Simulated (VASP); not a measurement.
# BaBi2O3 (P6/mmm) in VASP: further runs, part 2 of 2

VASP 6.6.1. The steps go on from the part before.

## Step 3: Relaxation of cell and atoms, PBE

This run uses another cell than the first one, of 12.94 Å³/atom, 0.665 times its volume.

Contents of INCAR:

```
PREC     = Accurate       # precision mode
ENCUT    = 600            # plane-wave cutoff, eV
EDIFF    = 1E-6           # SCF threshold, eV
ISMEAR   = 0              # smearing method
SIGMA    = 0.1            # smearing width, eV
LREAL    = False          # projectors in reciprocal space
LASPH    = True           # aspherical terms in the spheres
NELM     = 80             # most SCF steps
ALGO     = Normal         # electronic algorithm
ISIF     = 3              # what is computed and relaxed
LWAVE    = False          # write WAVECAR
LCHARG   = False          # write CHGCAR
GGA      = PE             # functional
IBRION   = 2              # ionic algorithm
NSW      = 90             # ionic steps
EDIFFG   = -0.04          # ionic threshold
```

Contents of KPOINTS:

```
regular mesh
0
Gamma
  6 6 6
```

Contents of POSCAR:

```
BaBi2O3
1.0
    5.5590050300      0.0000000000      0.0000000000
   -2.7795025200      4.8142395800      0.0000000000
    0.0000000000      0.0000000000      2.9006987600
Ba Bi O
1 2 3
Direct
    0.0000000000      0.0000000000      0.5000000000
    0.3333333300      0.6666666700      0.5000000000
    0.6666666700      0.3333333300      0.5000000000
    0.5000000000      0.5000000000      0.0000000000
    0.0000000000      0.5000000000      0.0000000000
    0.5000000000      0.0000000000      0.0000000000
```

Potentials or basis: VASP PAW PBE potentials, release 64 (Ba_sv, Bi_d, O).

The run is started by

```
$ cat potpaw_PBE.64/Ba_sv/POTCAR potpaw_PBE.64/Bi_d/POTCAR potpaw_PBE.64/O/POTCAR > POTCAR
$ mpirun -np 1 vasp_std > vasp.out
```

OUTCAR:

```text
PREC = Accurate
   ENCUT = 600
   EDIFF = 1E-6
   ISMEAR = 0
   LREAL = False
   LASPH = True
   NELM = 80
   ISIF = 3
   GGA = PE
   IBRION = 2
   NSW = 90
   EDIFFG = -0.04

 ion  position               nearest neighbor table
   1  0.000  0.000  0.500-   6 3.14   6 3.14   6 3.14   6 3.14   4 3.14   4 3.14   4 3.14   4 3.14
                             5 3.14   5 3.14   5 3.14   5 3.14   2 3.21   3 3.21   3 3.21   2 3.21
   2  0.333  0.667  0.500-   5 2.16   5 2.16   6 2.16   6 2.16   4 2.16   4 2.16   3 3.21   1 3.21
                             3 3.21   1 3.21   1 3.21   3 3.21   1 4.33   1 4.33   1 4.33   1 4.33
   3  0.667  0.333  0.500-   5 2.16   5 2.16   6 2.16   6 2.16   4 2.16   4 2.16   2 3.21   1 3.21
                             2 3.21   1 3.21   1 3.21   2 3.21   1 4.33   1 4.33   1 4.33   1 4.33
   4  0.500  0.500  0.000-   2 2.16   3 2.16   2 2.16   3 2.16   1 3.14   1 3.14   1 3.14   1 3.14

   5  0.000  0.500  0.000-   2 2.16   3 2.16   2 2.16   3 2.16   1 3.14   1 3.14   1 3.14   1 3.14

   6  0.500  0.000  0.000-   2 2.16   3 2.16   2 2.16   3 2.16   1 3.14   1 3.14   1 3.14   1 3.14

  LATTYP: Found a hexagonal cell.
 ALAT       =     5.5590050300
 C/A-ratio  =     0.5218017873

  Lattice vectors:

 A1 = (   5.5590050300,   0.0000000000,   0.0000000000)
 A2 = (  -2.7795025200,   4.8142395800,   0.0000000000)
 A3 = (   0.0000000000,   0.0000000000,   2.9006987600)

Analysis of symmetry for initial positions (statically):
=====================================================================
 Subroutine PRICEL returns:
 Original cell was already a primitive cell.

 Routine SETGRP: Setting up the symmetry group for a
 hexagonal supercell.

 Subroutine GETGRP returns: Found 24 space group operations
 (whereof 24 operations were pure point group operations)
 out of a pool of 24 trial point group operations.

The static configuration has the point symmetry D_6h.

Analysis of symmetry for dynamics (positions and initial velocities):
=====================================================================
 Subroutine PRICEL returns:
 Original cell was already a primitive cell.

 Routine SETGRP: Setting up the symmetry group for a
 hexagonal supercell.

 Subroutine GETGRP returns: Found 24 space group operations
 (whereof 24 operations were pure point group operations)
 out of a pool of 24 trial point group operations.

[... 106 lines left out ...]
   ENCUT  =  600.0 eV  44.10 Ry    6.64 a.u.  11.10 11.10  5.79*2*pi/ulx,y,z
   NELM   =     80;   NELMIN=  2; NELMDL= -5     # of ELM steps
   EDIFF  = 0.1E-05   stopping-criterion for ELM
   LREAL  =      F    real-space projection
   EDIFFG = -.4E-01   stopping-criterion for IOM
   NSW    =     90    number of steps for IOM
   IBRION =      2    ionic relax: 0-MD 1-quasi-New 2-CG
   NFREE  =      1    steps in history (QN), initial steepest desc. (CG)
   ISIF   =      3    stress and relaxation
   ISYM   =      2    0-nonsym 1-usesym 2-fastsym
   POTIM  = 0.5000    time-step for ionic-motion
   TEBEG  =    0.0;   TEEND  =   0.0 temperature during run
   PSTRESS=    0.0 pullay stress
   NELECT =      58.0000    total number of electrons
   NUPDOWN=      -1.0000    fix difference up-down
   EMIN   =  10.00;   EMAX   =-10.00  energy-range for DOS
   EFERMI =   0.00;   METHOD = LEGACY
   ISMEAR =     0;   SIGMA  =   0.10  broadening in eV -4-tet -1-fermi 0-gaus
   EFERMI_NEDOS =   21; number of points for ismear=-14 and -15
   IALGO  =     38    algorithm
   IMIX   =      4    mixing-type and parameters
     AMIX     =   0.40;   BMIX     =  1.00
     AMIX_MAG =   1.60;   BMIX_MAG =  1.00
  volume/ion in A,a.u.               =      12.94        87.31
  Fermi-wavevector in a.u.,A,eV,Ry     =   1.485508  2.807203 30.024444  2.206734
  Thomas-Fermi vector in A             =   2.598911
   LORBIT       =      0    0 simple, 1 ext, 2 COOP (PROOUT), +10 PAW based schemes
   GGA     = PE    functional components
   LHFCALC =     F    Hartree Fock is set to
   AEXX    =    0.0000 exact exchange contribution
   IVDW    =     0    specifies the selected vdW correction
   LEPSILON=     F    determine dielectric tensor
   LRPA    =     F    only Hartree local field effects (RPA)
 conjugate gradient relaxation of ions
 non-spin polarized calculation
 Gauss-broadening in eV      SIGMA  =   0.10
  energy-cutoff  :      600.00
  volume of cell :       77.63
 maximum number of plane-waves:      2606
 NGX is ok and might be reduce to    48
   NGX = 23   NGY = 23   NGZ = 11

--------------------------------------- Ionic step        1  -------------------------------------------

 number of electron      57.9999994 magnetization

 Free energy of the ion-electron system (eV)
  ---------------------------------------------------
  ext. energy  EPLUGINS =         0.00000000
  ---------------------------------------------------
  free energy    TOTEN  =       -20.87417375 eV

  energy without entropy =      -20.85268541  energy(sigma->0) =      -20.86342958

 E-fermi :  12.7935     XC(G=0): -12.4600

 val. band max:       12.7913604823   @ k =   0.3333   0.1667   0.1667
 cond. band min:      12.8204500839   @ k =   0.3333  -0.0000   0.3333
 fundamental gap:      0.0290896015
 Fermi energy:        12.7934734433
[... 2104 lines left out ...]
--------------------------------------- Ionic step        9  -------------------------------------------

 number of electron      57.9999978 magnetization

 Free energy of the ion-electron system (eV)
  ---------------------------------------------------
  ext. energy  EPLUGINS =         0.00000000
  ---------------------------------------------------
  free energy    TOTEN  =       -29.40930023 eV

  energy without entropy =      -29.39052474  energy(sigma->0) =      -29.39991249

 E-fermi :   6.8696     XC(G=0): -10.3286

 val. band max:        6.8593727392   @ k =   0.3333  -0.0000   0.1667
 cond. band min:       6.9321892534   @ k =   0.3333   0.1667   0.0000
 fundamental gap:      0.0728165141
 Fermi energy:         6.8695815748
[... 921 lines left out ...]
  FREE ENERGIE OF THE ION-ELECTRON SYSTEM (eV)
  ---------------------------------------------------
  free  energy   TOTEN  =       -29.4093002345 eV

  energy  without entropy=      -29.3905247449  energy(sigma->0) =      -29.39991249

 reached required accuracy - stopping structural energy minimisation
```

Run time: 6.5 min. Hardware: 1 thread of Intel Xeon 6975P-C (Granite Rapids), shared host; peak memory 0.29 GiB.

Results:

| Quantity | Value |
| --- | --- |
| Free energy | -29.4093 eV |
| Relaxed volume | 19.39 Å³/atom |
| Relaxed cell | a = 6.170 Å, b = 6.170 Å, c = 3.529 Å, α = 90.00°, β = 90.00°, γ = 120.00° |
| Space group after relaxing (to 0.05 Å) | P6/mmm (No. 191) |
| Energy gained by relaxing | 1422.5 meV/atom |
| Ionic steps | 9 |
| Pressure after relaxing | 0.0 GPa |
| Band gap on the k mesh | zero (band 29 reaches 7.61 eV, above the bottom of band 30 at 5.30 eV) |

Stress tensor (GPa, compression positive):
```
 0.06  0.00  0.00
 0.00  0.06  0.00
 0.00  0.00 -0.05
```

The path:
| step | energy change (eV) | largest force (eV/Å) | pressure (GPa) | volume (Å³) |
| --- | --- | --- | --- | --- |
| 1 | 0.0000 | 0.0000 | 91.97 | 77.63 |
| 2 | -1.2551 | 0.0000 | -21.31 | 193.06 |
| 3 | -8.4671 | 0.0000 | -3.73 | 122.17 |
| 4 | -8.5166 | 0.0000 | -1.69 | 119.26 |
| 5 | -8.5266 | 0.0000 | -0.24 | 117.34 |
| 6 | -8.5242 | 0.0000 | -0.95 | 118.25 |
| 7 | -8.5329 | 0.0000 | 0.15 | 116.49 |
| 8 | -8.5331 | 0.0000 | 0.34 | 116.19 |
| 9 | -8.5351 | 0.0000 | 0.02 | 116.32 |

Final structure:
```xyz
6
Lattice="6.1696 0.0000 0.0000 -3.0848 5.3430 0.0000 0.0000 0.0000 3.5288" Properties=species:S:1:pos:R:3 pbc="T T T"
Ba    0.0000    0.0000    1.7644
Bi    0.0000    3.5620    1.7644
Bi    3.0848    1.7810    1.7644
O     1.5424    2.6715    0.0000
O    -1.5424    2.6715    0.0000
O     3.0848    0.0000    0.0000
```

Levels at points of the mesh, in eV from the Fermi level:
| k point | band 26 | band 27 | band 28 | band 29 | band 30 | band 31 | band 32 | band 33 |
| --- | --- | --- | --- | --- | --- | --- | --- | --- |
| (0.00, 0.00, 0.00) | -2.87 | -2.65 | -2.04 | -2.04 | -1.57 | -0.31 | 2.62 | 2.96 |
| (0.50, 0.00, 0.00) | -3.38 | -2.88 | -2.63 | -0.53 | -0.31 | 0.70 | 1.39 | 2.01 |
| (0.00, 0.00, 0.50) | -2.73 | -2.45 | -1.05 | 0.19 | 0.66 | 0.66 | 1.39 | 1.39 |
| (0.50, 0.00, 0.50) | -3.31 | -2.74 | -2.61 | -0.06 | 0.19 | 0.61 | 1.65 | 2.04 |

Caveat: the k points lie up to 0.30 Å⁻¹ apart in the final cell; the volume moved by over 15 % at a fixed basis, so the end points are rough; spin-orbit coupling is left out, which moves the levels of the heavy elements.

## Step 4: Relaxation of cell and atoms, PBE

Contents of INCAR:

```
ALGO     = Normal         # electronic algorithm
EDIFF    = 1E-6           # SCF threshold, eV
EDIFFG   = -0.01          # ionic threshold
ENCUT    = 600            # plane-wave cutoff, eV
GGA      = PE             # functional
IBRION   = 2              # ionic algorithm
ISIF     = 3              # what is computed and relaxed
ISMEAR   = 0              # smearing method
LASPH    = T              # aspherical terms in the spheres
LCHARG   = F              # write CHGCAR
LREAL    = F              # projectors in reciprocal space
LWAVE    = F              # write WAVECAR
NELM     = 100            # most SCF steps
NSW      = 100            # ionic steps
PREC     = Accurate       # precision mode
SIGMA    = 0.1            # smearing width, eV
```

Contents of KPOINTS:

```
k-points
0
Gamma
  6 6 10
```

Contents of POSCAR:

```
BaBi2O3
1.0
    6.1659269950      0.0000000000      0.0000000000
   -3.0829634975      5.3398494155      0.0000000000
    0.0000000000      0.0000000000      3.5420143989
Ba Bi O
1 2 3
Direct
    0.0000000000      0.0000000000      0.5000000000
    0.3333333333      0.6666666667      0.5000000000
    0.6666666667      0.3333333333      0.5000000000
    0.5000000000      0.5000000000      0.0000000000
    0.0000000000      0.5000000000      0.0000000000
    0.5000000000      0.0000000000      0.0000000000
```

Potentials or basis: VASP PAW PBE potentials, release 64 (Ba_sv, Bi_d, O).

The run is started by

```
$ cat potpaw_PBE.64/Ba_sv/POTCAR potpaw_PBE.64/Bi_d/POTCAR potpaw_PBE.64/O/POTCAR > POTCAR
$ mpirun -np 1 vasp_std > vasp.out
```

OUTCAR:

```text
EDIFF = 1E-6
   EDIFFG = -0.01
   ENCUT = 600
   GGA = PE
   IBRION = 2
   ISIF = 3
   ISMEAR = 0
   LASPH = T
   LREAL = F
   NELM = 100
   NSW = 100
   PREC = Accurate

 ion  position               nearest neighbor table
   1  0.000  0.000  0.500-   2 3.56   3 3.56   2 3.56   3 3.56   3 3.56   2 3.56
   2  0.333  0.667  0.500-   6 2.51   6 2.51   5 2.51   5 2.51   4 2.51   4 2.51   3 3.56   1 3.56
                             3 3.56   1 3.56   1 3.56   3 3.56
   3  0.667  0.333  0.500-   6 2.51   6 2.51   5 2.51   5 2.51   4 2.51   4 2.51   2 3.56   1 3.56
                             2 3.56   1 3.56   1 3.56   2 3.56
   4  0.500  0.500  0.000-   2 2.51   3 2.51   2 2.51   3 2.51
   5  0.000  0.500  0.000-   2 2.51   3 2.51   2 2.51   3 2.51
   6  0.500  0.000  0.000-   2 2.51   3 2.51   2 2.51   3 2.51

  LATTYP: Found a hexagonal cell.
 ALAT       =     6.1659269950
 C/A-ratio  =     0.5744496167
[... 277 lines left out ...]
  free energy    TOTEN  =       -29.45824130 eV

  energy without entropy =      -29.43920360  energy(sigma->0) =      -29.44872245

 E-fermi :   6.8249     XC(G=0): -10.2988

 val. band max:        6.7833332868   @ k =   0.1667   0.1667   0.2000
 cond. band min:       6.8349943295   @ k =   0.3333   0.1667   0.0000
 fundamental gap:      0.0516610426
 Fermi energy:         6.8249394576

 k-point     1 :       0.0000    0.0000    0.0000
  band No.  band energies     occupation
      1     -22.5731      2.00000
      2     -16.9129      2.00000
      3     -16.8716      2.00000
      4     -16.8716      2.00000
      5     -16.8573      2.00000
      6     -16.8094      2.00000
[... 877 lines left out ...]
     33       8.6971      0.00000
     34       9.1497      0.00000

 [... further k-points ...]

------------------------ aborting loop because EDIFF is reached ----------------------------------------

  FORCE on cell =-STRESS in cart. coord.  units (eV):
  Direction    XX          YY          ZZ          XY          YZ          ZX
  --------------------------------------------------------------------------------------
  -------------------------------------------------------------------------------------
  Total       -0.0077006     -0.0077006     -0.0017790     -0.0000000      0.0000000      0.0000000
  in kB       -0.1054111     -0.1054111     -0.0243524     -0.0000000      0.0000000      0.0000000
  external PRESSURE =      -0.0783916 kB  Pullay stress =       0.0000000 kB
[... 21 lines left out ...]
  FREE ENERGIE OF THE ION-ELECTRON SYSTEM (eV)
  ---------------------------------------------------
  free  energy   TOTEN  =       -29.4582413002 eV

  energy  without entropy=      -29.4392035998  energy(sigma->0) =      -29.44872245

 reached required accuracy - stopping structural energy minimisation
```

OSZICAR:

```text
N       E                     dE             d eps       ncg     rms          rms(c)
DAV:   1     0.735377520524E+03    0.73538E+03   -0.32109E+04  2856   0.214E+03
DAV:   2     0.789520408147E+02   -0.65643E+03   -0.64378E+03  3060   0.554E+02
DAV:   3    -0.282121812024E+02   -0.10716E+03   -0.10463E+03  3798   0.217E+02
[... 27 lines left out ...]
DAV:   4    -0.294582312512E+02    0.68663E-04   -0.37713E-04  3896   0.181E-01    0.115E-02
DAV:   5    -0.294582368544E+02   -0.56033E-05   -0.27042E-05  3700   0.351E-02    0.589E-03
DAV:   6    -0.294582394873E+02   -0.26328E-05   -0.28890E-06  2510   0.135E-02    0.305E-03
DAV:   7    -0.294582409389E+02   -0.14516E-05   -0.73220E-07  1600   0.633E-03    0.112E-03
DAV:   8    -0.294582413002E+02   -0.36133E-06   -0.32163E-07  1526   0.476E-03
   3 F= -.29458241E+02 E0= -.29448722E+02  d E =-.495980E-03
```

CONTCAR:

```text
BaBi2O3
   1.00000000000000
     6.1710400464642490   -0.0000000000000000    0.0000000000000000
    -3.0855200232321245    5.3442774479587714    0.0000000000000000
     0.0000000000000000    0.0000000000000000    3.5489784130461661
  Ba              Bi              O
     1     2     3
Direct
     0.0000000000000000    0.0000000000000000    0.5000000000000000
     0.3333333332999970    0.6666666667000030    0.5000000000000000
     0.6666666667000030    0.3333333332999970    0.5000000000000000
     0.5000000000000000    0.5000000000000000    0.0000000000000000
     0.0000000000000000    0.5000000000000000    0.0000000000000000
     0.5000000000000000    0.0000000000000000    0.0000000000000000

  0.00000000E+00  0.00000000E+00  0.00000000E+00
  0.00000000E+00  0.00000000E+00  0.00000000E+00
  0.00000000E+00  0.00000000E+00  0.00000000E+00
  0.00000000E+00  0.00000000E+00  0.00000000E+00
  0.00000000E+00  0.00000000E+00  0.00000000E+00
  0.00000000E+00  0.00000000E+00  0.00000000E+00
```

Wall time 4.9 min (1 thread of Intel Xeon 6975P-C (Granite Rapids), shared host); peak memory 0.39 GiB.

What came out:

* Free energy: -29.4582 eV
* Relaxed volume: 19.51 Å³/atom
* Relaxed cell: a = 6.171 Å, b = 6.171 Å, c = 3.549 Å, α = 90.00°, β = 90.00°, γ = 120.00°
* Space group after relaxing (to 0.05 Å): P6/mmm (No. 191)
* Energy gained by relaxing: 0.1 meV/atom
* Ionic steps: 3
* Pressure after relaxing: 0.0 GPa
* Band gap on the k mesh: zero (band 29 reaches 7.65 eV, above the bottom of band 30 at 5.21 eV)

The path:
```csv
step,energy change (eV),largest force (eV/Å),pressure (GPa),volume (Å³)
1,0.0000,0.0000,0.31,116.62
2,-0.0004,0.0000,-0.17,117.26
3,-0.0005,0.0000,-0.01,117.04
```

Final structure:
```
CELL_PARAMETERS angstrom
6.17104 0.00000 0.00000
-3.08552 5.34428 0.00000
0.00000 0.00000 3.54898
ATOMIC_POSITIONS crystal
Ba 0.00000 0.00000 0.50000
Bi 0.33333 0.66667 0.50000
Bi 0.66667 0.33333 0.50000
O 0.50000 0.50000 0.00000
O 0.00000 0.50000 0.00000
O 0.50000 0.00000 0.00000
```

Caveat: spin-orbit coupling is left out, which moves the levels of the heavy elements.

## Step 5: Summary

| task | cell | k mesh | cutoff (eV) | gap on the mesh (eV) | pressure (GPa) | relaxed volume (Å³/atom) |
| --- | --- | --- | --- | --- | --- | --- |
| single point | a = 6.159, b = 6.159, c = 3.551 Å, angles 90.0, 90.0, 120.0°, 6 atoms | 6 × 6 × 10 | 520 | none | 0.2 | - |
| relaxation of cell and atoms | relaxed from a = 5.559, b = 5.559, c = 2.901 Å, angles 90.0, 90.0, 120.0°, 6 atoms | 6 × 6 × 6 | 600 | none | 0.0 | 19.39 |
| relaxation of cell and atoms | relaxed from a = 6.166, b = 6.166, c = 3.542 Å, angles 90.0, 90.0, 120.0°, 6 atoms | 6 × 6 × 10 | 600 | none | 0.0 | 19.51 |

Alike in all rows: level PBE; potentials or basis VASP PAW PBE potentials, release 64 (Ba_sv, Bi_d, O); no spin polarisation; smearing gaussian 0.1 eV.

Caveats: some runs use coarse meshes; spin-orbit coupling is left out, which moves the levels of the heavy elements; the volume moved by over 15 % at a fixed basis, so the end points are rough (some runs).

Absolute energies hang on the potentials; compare differences alone.
